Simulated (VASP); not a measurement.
# AlRu (I4/mmm) in VASP: single point with PBEsol

Aim: the single point of AlRu with PBEsol.

Everything below comes from runs of VASP 6.6.1. Logs are shortened: lines on timing, memory, paths and dates and some standing lists are left out, and cuts for length are marked.

### Step 1. The cell of the first run

Symmetry: I4/mmm, No. 139, tetragonal system. The conventional cell has a = 4.209 Å, b = 4.209 Å, c = 5.953 Å, α = 90.00°, β = 90.00°, γ = 90.00°. Al (site symmetry 4mm) has 8 Ru at 2.56 to 2.59 Å and 6 Al at 2.93 to 3.03 Å within 3.4 Å. Ru (site symmetry mmm) has 8 Al at 2.56 to 2.59 Å and 6 Ru at 2.98 Å within 3.4 Å.

### Step 2. Single point, PBEsol (atoms displaced along a vibrational mode)

Input file INCAR:

```
ALGO     = Fast           # electronic algorithm
EDIFF    = 1E-7           # SCF threshold, eV
ENCUT    = 520            # plane-wave cutoff, eV
GGA      = PS             # functional
ISIF     = 2              # what is computed and relaxed
ISMEAR   = 0              # smearing method
LASPH    = T              # aspherical terms in the spheres
LCHARG   = F              # write CHGCAR
LREAL    = F              # projectors in reciprocal space
LWAVE    = F              # write WAVECAR
NBANDS   = 25             # bands
NELM     = 60             # most SCF steps
PREC     = Accurate       # precision mode
SIGMA    = 0.15           # smearing width, eV
```

Input file KPOINTS:

```
k-points
0
Gamma
  18 18 18
```

Input file POSCAR:

```
AlRu
1.0
   -2.9764078218      0.0000000000     -2.9764078218
    0.0000000000     -2.9764078218     -2.9764078218
   -2.9764078218     -2.9764078218      0.0000000000
Al Ru
2 2
Direct
   -0.0041996933      0.0041996933      0.0041996933
    0.5041996933      0.4958003067      0.4958003067
    0.2500000000      0.2500000000      0.2500000000
    0.7500000000      0.7500000000      0.7500000000
```

Potentials or basis: VASP PAW PBE potentials, release 64 (Al, Ru_pv).

On the command line:

```console
$ cat potpaw_PBE.64/Al/POTCAR potpaw_PBE.64/Ru_pv/POTCAR > POTCAR
$ mpirun -np 1 vasp_std > vasp.out
```

OUTCAR:

```text
EDIFF = 1E-7
   ENCUT = 520
   GGA = PS
   ISIF = 2
   ISMEAR = 0
   LASPH = T
   LREAL = F
   NELM = 60
   PREC = Accurate

 ion  position               nearest neighbor table
   1  0.996  0.004  0.004-   3 2.56   4 2.56   4 2.56   3 2.56   4 2.59   3 2.59   3 2.59   4 2.59
                             2 2.93   2 2.98   2 2.98   2 2.98   2 2.98   2 3.03
   2  0.504  0.496  0.496-   3 2.56   3 2.56   4 2.56   4 2.56   4 2.59   3 2.59   3 2.59   4 2.59
                             1 2.93   1 2.98   1 2.98   1 2.98   1 2.98   1 3.03
   3  0.250  0.250  0.250-   1 2.56   2 2.56   1 2.56   2 2.56   1 2.59   2 2.59   2 2.59   1 2.59
                             4 2.98   4 2.98   4 2.98   4 2.98   4 2.98   4 2.98
   4  0.750  0.750  0.750-   2 2.56   2 2.56   1 2.56   1 2.56   2 2.59   2 2.59   1 2.59   1 2.59
                             3 2.98   3 2.98   3 2.98   3 2.98   3 2.98   3 2.98

  LATTYP: Found a face centered cubic cell.
 ALAT       =     5.9528156436

  Lattice vectors:

 A1 = (  -2.9764078218,   0.0000000000,  -2.9764078218)
 A2 = (   0.0000000000,  -2.9764078218,  -2.9764078218)
 A3 = (  -2.9764078218,  -2.9764078218,   0.0000000000)

Analysis of symmetry for initial positions (statically):
=====================================================================
 Subroutine PRICEL returns:
 Original cell was already a primitive cell.

 Routine SETGRP: Setting up the symmetry group for a
 face centered cubic supercell.

 Subroutine GETGRP returns: Found 16 space group operations
 (whereof  8 operations were pure point group operations)
 out of a pool of 48 trial point group operations.

The static configuration has the point symmetry C_4v.
 The point group associated with its full space group is D_4h.

Analysis of symmetry for dynamics (positions and initial velocities):
=====================================================================
 Subroutine PRICEL returns:
 Original cell was already a primitive cell.

 Routine SETGRP: Setting up the symmetry group for a
 face centered cubic supercell.

 Subroutine GETGRP returns: Found 16 space group operations
 (whereof  8 operations were pure point group operations)
 out of a pool of 48 trial point group operations.

The dynamic configuration has the point symmetry C_4v.
 The point group associated with its full space group is D_4h.

 Subroutine INISYM returns: Found 16 space group operations
 (whereof  8 operations are pure point group operations),
 and found     1 'primitive' translations

----------------------------------------------------------------------------------------

                                     Primitive cell

  volume of cell :      52.7360

  direct lattice vectors                    reciprocal lattice vectors
    -2.976407822  0.000000000 -2.976407822    -0.167987732  0.167987732 -0.167987732
     0.000000000 -2.976407822 -2.976407822     0.167987732 -0.167987732 -0.167987732
    -2.976407822 -2.976407822  0.000000000    -0.167987732 -0.167987732  0.167987732

  length of vectors
     4.209276309  4.209276309  4.209276309     0.290963287  0.290963287  0.290963287

  position of ions in fractional coordinates (direct lattice)
     0.995800307  0.004199693  0.004199693
     0.504199693  0.495800307  0.495800307
     0.250000000  0.250000000  0.250000000
     0.750000000  0.750000000  0.750000000

  ion indices of the primitive-cell ions
   primitive index   ion index
                 1           1
                 2           2
                 3           3
                 4           4

----------------------------------------------------------------------------------------

 KPOINTS: k-points

Automatic generation of k-mesh.
 Grid dimensions read from file:
 generate k-points for:   18   18   18

 Generating k-lattice:

  Cartesian coordinates                     Fractional coordinates (reciprocal lattice)
    -0.009332652  0.009332652 -0.009332652     0.055555556  0.000000000  0.000000000
     0.009332652 -0.009332652 -0.009332652     0.000000000  0.055555556  0.000000000
    -0.009332652 -0.009332652  0.009332652     0.000000000  0.000000000  0.055555556

  Length of vectors
     0.016164627  0.016164627  0.016164627

  Shift w.r.t. Gamma in fractional coordinates (k-lattice)
     0.000000000  0.000000000  0.000000000

 Subroutine IBZKPT returns following result:
 ===========================================

 Found    480 irreducible k-points:

 Following reciprocal coordinates:
            Coordinates               Weight
  0.000000  0.000000  0.000000      1.000000
  0.055556  0.000000  0.000000      8.000000
  0.111111  0.000000  0.000000      8.000000
  0.166667  0.000000  0.000000      8.000000
  0.222222  0.000000  0.000000      8.000000
  0.277778  0.000000  0.000000      8.000000
[... 16 lines left out ...]
  0.388889  0.055556  0.000000     16.000000
  0.000000  0.388889  0.055556      8.000000
 [... further k-points ...]
   k-points           NKPTS =    480   k-points in BZ     NKDIM =    480   number of bands    NBANDS=     25
   number of dos      NEDOS =    301   number of ions     NIONS =      4
   total plane-waves  NPLWV =  32768
   dimension x,y,z NGX =    32 NGY =   32 NGZ =   32
   dimension x,y,z NGXF=    64 NGYF=   64 NGZF=   64
   ions per type =               2   2
   NGX,Y,Z   is equivalent  to a cutoff of  12.64, 12.64, 12.64 a.u.
   NGXF,Y,Z  is equivalent  to a cutoff of  25.28, 25.28, 25.28 a.u.
 SYSTEM =  unknown system
   PREC   = accura    normal or accurate (medium, high low for compatibility)
   ISTART =      0    job   : 0-new  1-cont  2-samecut
   ICHARG =      2    charge: 1-file 2-atom 10-const
   ISPIN  =      1    spin polarized calculation?
   LNONCOLLINEAR =      F non collinear calculations
   LSORBIT =      F    spin-orbit coupling
   LASPH  =      T    aspherical Exc in radial PAW
   ENCUT  =  520.0 eV  38.22 Ry    6.18 a.u.   7.83  7.83  7.83*2*pi/ulx,y,z
   NELM   =     60;   NELMIN=  2; NELMDL= -5     # of ELM steps
   EDIFF  = 0.1E-06   stopping-criterion for ELM
   LREAL  =      F    real-space projection
   EDIFFG = 0.1E-05   stopping-criterion for IOM
   NSW    =      0    number of steps for IOM
   IBRION =     -1    ionic relax: 0-MD 1-quasi-New 2-CG
   NFREE  =      0    steps in history (QN), initial steepest desc. (CG)
   ISIF   =      2    stress and relaxation
   ISYM   =      2    0-nonsym 1-usesym 2-fastsym
   POTIM  = 0.5000    time-step for ionic-motion
   TEBEG  =    0.0;   TEEND  =   0.0 temperature during run
   PSTRESS=    0.0 pullay stress
   NELECT =      34.0000    total number of electrons
   NUPDOWN=      -1.0000    fix difference up-down
   EMIN   =  10.00;   EMAX   =-10.00  energy-range for DOS
   EFERMI =   0.00;   METHOD = LEGACY
   ISMEAR =     0;   SIGMA  =   0.15  broadening in eV -4-tet -1-fermi 0-gaus
   EFERMI_NEDOS =   21; number of points for ismear=-14 and -15
   IALGO  =     68    algorithm
   IMIX   =      4    mixing-type and parameters
     AMIX     =   0.40;   BMIX     =  1.00
     AMIX_MAG =   1.60;   BMIX_MAG =  1.00
  volume/ion in A,a.u.               =      13.18        88.97
  Fermi-wavevector in a.u.,A,eV,Ry     =   1.414269  2.672581 27.213787  2.000157
  Thomas-Fermi vector in A             =   2.535829
   LORBIT       =      0    0 simple, 1 ext, 2 COOP (PROOUT), +10 PAW based schemes
   GGA     = PS    functional components
   LHFCALC =     F    Hartree Fock is set to
   AEXX    =    0.0000 exact exchange contribution
   IVDW    =     0    specifies the selected vdW correction
   LEPSILON=     F    determine dielectric tensor
   LRPA    =     F    only Hartree local field effects (RPA)
 non-spin polarized calculation
 RMM-DIIS sequential band-by-band and
 Gauss-broadening in eV      SIGMA  =   0.15
  energy-cutoff  :      520.00
  volume of cell :       52.74
 maximum number of plane-waves:      1435
   NGX = 15   NGY = 15   NGZ = 15

 number of electron      33.9999999 magnetization

 Free energy of the ion-electron system (eV)
  ---------------------------------------------------
  ext. energy  EPLUGINS =         0.00000000
  ---------------------------------------------------
  free energy    TOTEN  =       -31.04942161 eV

  energy without entropy =      -31.01421199  energy(sigma->0) =      -31.03181680

 E-fermi :  10.8173     XC(G=0): -12.7658

 val. band max:       10.8159251181   @ k =   0.1111  -0.2778   0.2778
 cond. band min:      10.8179922868   @ k =  -0.1111   0.1667   0.0556
 fundamental gap:      0.0020671687
 Fermi energy:        10.8173355055

 k-point     1 :       0.0000    0.0000    0.0000
  band No.  band energies     occupation
      1     -31.0749      2.00000
      2     -31.0749      2.00000
      3     -31.0743      2.00000
      4     -30.9042      2.00000
      5     -30.9040      2.00000
      6     -30.9040      2.00000
[... 17 lines left out ...]
     24      16.9660      0.00000
     25      19.5325      0.00000

 k-point     2 :       0.0556    0.0000    0.0000
  band No.  band energies     occupation
      1     -31.0737      2.00000
      2     -31.0737      2.00000
      3     -31.0731      2.00000
      4     -30.9057      2.00000
      5     -30.9055      2.00000
      6     -30.9054      2.00000
[... 17 lines left out ...]
     24      16.9676      0.00000
     25      19.5804      0.00000

 k-point     3 :       0.1111    0.0000    0.0000
  band No.  band energies     occupation
      1     -31.0704      2.00000
      2     -31.0700      2.00000
      3     -31.0695      2.00000
      4     -30.9104      2.00000
      5     -30.9095      2.00000
      6     -30.9094      2.00000
[... 17 lines left out ...]
     24      16.9794      0.00000
     25      19.7264      0.00000

 k-point     4 :       0.1667    0.0000    0.0000
  band No.  band energies     occupation
      1     -31.0650      2.00000
      2     -31.0640      2.00000
      3     -31.0635      2.00000
      4     -30.9179      2.00000
      5     -30.9160      2.00000
      6     -30.9159      2.00000
[... 17 lines left out ...]
     24      17.0086      0.00000
     25      20.0065      0.00000
[... 477 lines left out ...]
 k-point    22 :       0.0000    0.3333    0.0556
  band No.  band energies     occupation
      1     -31.0516      2.00000
      2     -31.0493      2.00000
      3     -31.0145      2.00000
      4     -30.9707      2.00000
      5     -30.9349      2.00000
      6     -30.9324      2.00000
[... 17 lines left out ...]
     24      17.4271      0.00000
     25      20.2559      0.00000

 k-point    23 :       0.3889    0.0556    0.0000
  band No.  band energies     occupation
      1     -31.0409      2.00000
      2     -31.0375      2.00000
      3     -31.0014      2.00000
      4     -30.9850      2.00000
      5     -30.9475      2.00000
      6     -30.9443      2.00000
[... 17 lines left out ...]
     24      17.4761      0.00000
     25      20.5704      0.00000

 k-point    24 :       0.0000    0.3889    0.0556
  band No.  band energies     occupation
      1     -31.0410      2.00000
      2     -31.0379      2.00000
      3     -31.0001      2.00000
      4     -30.9861      2.00000
      5     -30.9475      2.00000
      6     -30.9443      2.00000
[... 17 lines left out ...]
     24      17.4757      0.00000
     25      20.5726      0.00000

 [... further k-points ...]
[... 5 lines left out ...]
  --------------------------------------------------------------------------------------
  -------------------------------------------------------------------------------------
  Total        0.0350294      0.0405362      0.0350294      0.0000000     -0.0000000     -0.0000000
  in kB        1.0642312      1.2315350      1.0642312      0.0000000     -0.0000000     -0.0000000
  external PRESSURE =       1.1199991 kB  Pullay stress =       0.0000000 kB

 VOLUME and BASIS-vectors are now :
 -----------------------------------------------------------------------------
  energy-cutoff  :      520.00
  volume of cell :       52.74
      direct lattice vectors                 reciprocal lattice vectors
    -2.976407822  0.000000000 -2.976407822    -0.167987732  0.167987732 -0.167987732
     0.000000000 -2.976407822 -2.976407822     0.167987732 -0.167987732 -0.167987732
    -2.976407822 -2.976407822  0.000000000    -0.167987732 -0.167987732  0.167987732

 POSITION                                       TOTAL-FORCE (eV/Angst)
 -----------------------------------------------------------------------------------
     -2.97641     -0.02500     -2.97641         0.000000      0.295297     -0.000000
     -2.97641     -2.95141     -2.97641         0.000000     -0.295297     -0.000000
     -1.48820     -1.48820     -1.48820         0.000000      0.000000      0.000000
     -4.46461     -4.46461     -4.46461        -0.000000      0.000000     -0.000000
 -----------------------------------------------------------------------------------
    total drift:                                0.000000      0.000000      0.000000

  FREE ENERGIE OF THE ION-ELECTRON SYSTEM (eV)
  ---------------------------------------------------
  free  energy   TOTEN  =       -31.0494216100 eV

  energy  without entropy=      -31.0142119910  energy(sigma->0) =      -31.03181680
```

Run time: 4.1 min. Hardware: 1 thread of Intel Xeon 6975P-C (Granite Rapids), shared host; peak memory 0.59 GiB.

What came out:

* Free energy: -31.0494 eV
* Pressure: 0.1 GPa
* Largest force: 0.295 eV/Å
* Band gap on the k mesh: zero (bands 17 and 18 overlap by 2.95 eV)

Forces in eV/Å, atoms in the order of the input:
```
Al   0.000  0.295  0.000
Al   0.000 -0.295  0.000
Ru   0.000  0.000  0.000
Ru   0.000  0.000  0.000
```

Levels at points of the mesh, in eV from the Fermi level:
```tsv
k point	band 14	band 15	band 16	band 17	band 18	band 19	band 20	band 21
(0.00, 0.00, 0.00)	0.19	0.19	1.66	1.66	2.69	4.12	4.12	4.13
(0.50, 0.00, 0.00)	-1.36	-1.35	-1.34	-1.32	-1.29	5.40	5.42	5.49
(0.50, 0.50, 0.00)	-1.38	-1.38	-1.20	-1.20	0.45	1.56	2.33	5.37
(0.00, 0.50, 0.50)	-1.38	-1.38	-1.19	-1.19	0.45	1.56	2.34	5.37
```

Caveat: the cell differs from its parent crystal (atoms displaced along a vibrational mode); the PAW data sets were made with another functional, which shifts forces and pressure a little.
